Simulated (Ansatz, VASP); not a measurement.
## ZnSe in VASP and in Ansatz

```xyz
2
Lattice="0.0000 2.8324 2.8324 2.8324 0.0000 2.8324 2.8324 2.8324 0.0000" Properties=species:S:1:pos:R:3 pbc="T T T"
Zn    0.0000    0.0000    0.0000
Se    1.4162    1.4162    1.4162
```

Alike in both runs: task single point; functional HSE06; k mesh 4 × 4 × 4; no spin polarisation.

|  | VASP | Ansatz |
| --- | --- | --- |
| version | VASP 6.6.1 | Ansatz 0.2.0 |
| potentials or method | VASP PAW PBE potentials, release 64 (Zn, Se) | plane waves, PAW |
| plane-wave cutoff (eV) | 520 | 420 |
| occupations | gaussian, width 0.01 eV | fixed |
| valence electrons in the cell | 18 | 28 |

```csv
,VASP,Ansatz,Ansatz less VASP
gap on the k mesh at the Fermi level (eV),2.43,2.44,+0.010
pressure (GPa),1.5,1.6,+0.01
```

VASP's potentials hold 18 valence electrons a cell and Ansatz's 28, so a difference there can come from the potentials and not from the codes. Ansatz's warnings: stress exchange threshold loose, stress scf threshold loose.

The k mesh is coarse, so the values compare programs but aren't converged.
